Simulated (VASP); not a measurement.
# WS2: single point with PBEsol

The system is WS2.

```
W S
1.0
     1.57900    0.91164    6.16333
    -1.57900    0.91164    6.16333
     0.00000   -1.82327    6.16333
W S
1 2
Direct
  0.00000 0.00000 0.00000
  0.75030 0.75030 0.75030
  0.53362 0.53362 0.64331
```

This cell differs from its parent crystal: atom 3 (S) moved by (-0.200, -0.200) A along y and z.

- Program: VASP 6.6.1
- Task: single point
- Functional: PBEsol
- Potentials or basis: VASP PAW PBE potentials, release 64 (W_sv, S)
- Cutoff: 520 eV
- k mesh: 12 × 12 × 12
- Occupations: gaussian, width 0.05 eV
- Spin: no spin polarisation
- Dipole correction: no
- Further INCAR settings: ALGO = Normal; EDIFF = 1e-06; NBANDS = 20

| Property | Result |
| --- | --- |
| Pressure | -8.0 GPa |
| Largest force | 3.041 eV/Å |
| Band gap on the k mesh | 0.65 eV, indirect (least direct gap 1.64 eV) |

Forces on the atoms (eV/Å):
```
W    0.000 -1.198 -2.718
S    0.000  0.080 -0.110
S    0.000  1.119  2.828
```

Stress tensor (GPa, compression positive):
```
 -4.89   0.00   0.00
  0.00  -5.08  -5.13
  0.00  -5.13 -14.10
```

Levels at points of the mesh, in eV from the valence-band top:
```
           k point  band 11  band 12  band 13  band 14  band 15  band 16
(0.00, 0.00, 0.00)    -1.85    -1.04    -0.81     1.54     2.17     2.77
(0.50, 0.00, 0.00)    -2.77    -1.77    -0.98     2.42     2.59     3.12
(0.00, 0.00, 0.50)    -2.11    -1.58    -1.27     2.36     2.57     3.15
(0.50, 0.50, 0.00)    -3.30    -1.59    -1.16     2.08     2.51     3.20
(0.50, 0.00, 0.50)    -3.25    -1.71    -1.06     2.44     2.54     3.35
(0.50, 0.50, 0.50)    -1.81    -1.13     0.00     1.64     1.97     2.77
```

Run time: 21 min on 1 thread of Intel Xeon 6975P-C, on a shared host, peak memory 0.67 GiB.

Caveat: the cell differs from its parent crystal (atom 3 (S) moved by (-0.200, -0.200) A along y and z); the PAW data sets were made with another functional, which shifts forces and pressure a little; spin-orbit coupling is left out, which moves the levels of the heavy elements. A k mesh can miss the band edges.
